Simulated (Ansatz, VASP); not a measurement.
# CsAg2 in VASP and in Ansatz

```
CELL_PARAMETERS angstrom
5.63146 0.00000 0.00000
-2.81573 4.87699 0.00000
0.00000 0.00000 4.14036
ATOMIC_POSITIONS crystal
Cs 0.00000 0.00000 0.50000
Ag 0.33333 0.66667 0.00000
Ag 0.66667 0.33333 0.00000
```

Alike in both runs: task single point; functional PBE; k mesh 6 × 6 × 4; occupations gaussian, width 0.1 eV; no spin polarisation.

```csv
,VASP,Ansatz
version,VASP 6.6.1,Ansatz 0.2.0
potentials or method,"VASP PAW PBE potentials, release 64 (Cs_sv, Ag), cutoff 520 eV","scalar-relativistic, plane waves, PAW"
valence electrons in the cell,31,47
```

Ansatz gave:

| Item | Value |
| --- | --- |
| gap on the k mesh at the Fermi level (eV) | none |
| pressure (GPa) | -1.3 |
| traceless stress, the component that is largest in VASP (GPa) | 2.12 |

Question: Which values does VASP return?

Answer: gap on the k mesh at the Fermi level (eV): none; pressure (GPa): -1.3; traceless stress, the component that is largest in VASP (GPa): 2.11.

A gap of «none» marks a metal or a gap that the smearing closes. The functional is the same, so the differences come from potentials, cutoffs and numerics. VASP's potentials hold 31 valence electrons a cell and Ansatz's 47, so a difference there can come from the potentials and not from the codes.

The k mesh is coarse, so the values compare programs but aren't converged. Neither program's run includes spin-orbit coupling.
